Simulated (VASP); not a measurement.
A run of VASP 6.6.1:

Contents of INCAR:

```
ALGO = Normal ; EDIFF = 1E-7
EDIFFG = -0.01 ; ENCUT = 600
GGA = PE ; IBRION = 2
ISIF = 3 ; ISMEAR = -1
LASPH = True ; LCHARG = False
LREAL = False ; LWAVE = False
NELM = 80 ; NSW = 60
PREC = Accurate ; PSTRESS = 50.0
SIGMA = 0.05
```

Contents of KPOINTS:

```
k-points
0
Gamma
  8 8 8
```

POSCAR

```
Ca
1.0
    0.0000000000      2.7942000000      2.7942000000
    2.7942000000      0.0000000000      2.7942000000
    2.7942000000      2.7942000000      0.0000000000
Ca
1
Direct
    0.0000000000      0.0000000000      0.0000000000
```

Potentials or basis: VASP PAW PBE potentials, release 64 (Ca_sv).

Launch:

```bash
$ cat potpaw_PBE.64/Ca_sv/POTCAR > POTCAR
$ mpirun -np 1 vasp_std > vasp.out
```

Hardware: 1 thread of Intel(R) Xeon(R) 6975P-C (Granite Rapids) (shared host).

Q: How long does it take, and how much memory?

A: Wall time 16 s on 1 thread of Intel(R) Xeon(R) 6975P-C (Granite Rapids), with other jobs on the host, peak memory 0.18 GiB. Counts: scf iterations 32, k points 29, ion steps 3.
